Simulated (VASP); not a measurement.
Set up this calculation in VASP 6.6.1, as the native input.

* Task: single point
* Functional: r2SCAN
* Potentials or basis: VASP PAW PBE potentials, release 64 (B, N)
* Cutoff: 520 eV
* k mesh: 12 × 12 × 6
* Occupations: gaussian, width 0.01 eV
* Spin: no spin polarisation
* Dipole correction: no
* Further INCAR settings: ALGO = Normal; EDIFF = 1e-07; NBANDS = 16

The system is BN.

```
B N
1.0
     2.54395    0.00000    0.00000
    -1.27197    2.20313    0.00000
     0.00000    0.00000    4.12366
B N
2 2
Direct
  0.33333 0.66667 0.00010
  0.66667 0.33333 0.50010
  0.33333 0.66667 0.37490
  0.66667 0.33333 0.87490
```

This cell differs from its parent crystal: uniaxial z strain -2.0%.

The input as run:

POSCAR

```
BN
1.0
    2.5439499996      0.0000000000      0.0000000000
   -1.2719749998      2.2031253256      0.0000000000
    0.0000000000      0.0000000000      4.1236590347
B N
2 2
Direct
    0.3333333333      0.6666666667      0.0001020310
    0.6666666667      0.3333333333      0.5001020310
    0.3333333333      0.6666666667      0.3748979690
    0.6666666667      0.3333333333      0.8748979690
```

INCAR.step1

```
ALGO = Normal ; EDIFF = 1E-4
ENCUT = 520 ; GGA = PE
ISMEAR = 0 ; LASPH = True
LCHARG = False ; LREAL = False
LWAVE = True ; NBANDS = 16
NELM = 80 ; PREC = Accurate
SIGMA = 0.01
```

INCAR.step2

```
ALGO = Normal ; EDIFF = 1E-7
ENCUT = 520 ; ISIF = 2
ISMEAR = 0 ; ISTART = 1
LASPH = True ; LCHARG = False
LMIXTAU = True ; LREAL = False
LWAVE = False ; METAGGA = R2SCAN
NBANDS = 16 ; NELM = 80
PREC = Accurate ; SIGMA = 0.01
```

KPOINTS

```
k-points
0
Gamma
  12 12 6
```

Potentials or basis: VASP PAW PBE potentials, release 64 (B, N).

Launch:

```sh
$ cat potpaw_PBE.64/B/POTCAR potpaw_PBE.64/N/POTCAR > POTCAR
$ cp INCAR.step1 INCAR
$ mpirun -np 1 vasp_std > vasp.out
$ cp INCAR.step2 INCAR
$ mpirun -np 1 vasp_std > vasp.out
```

Results of the run:

* Pressure: 9.7 GPa
* Band gap on the k mesh: 5.78 eV (least direct gap 8.95 eV)

Caveat: the cell differs from its parent crystal (uniaxial z strain -2.0%); the cell stands under pressure; the PAW data sets were made with another functional, which shifts forces and pressure a little.

Wall time 3.1 min on 1 thread of Intel Xeon 8259CL (shared host), peak memory 0.15 GiB.
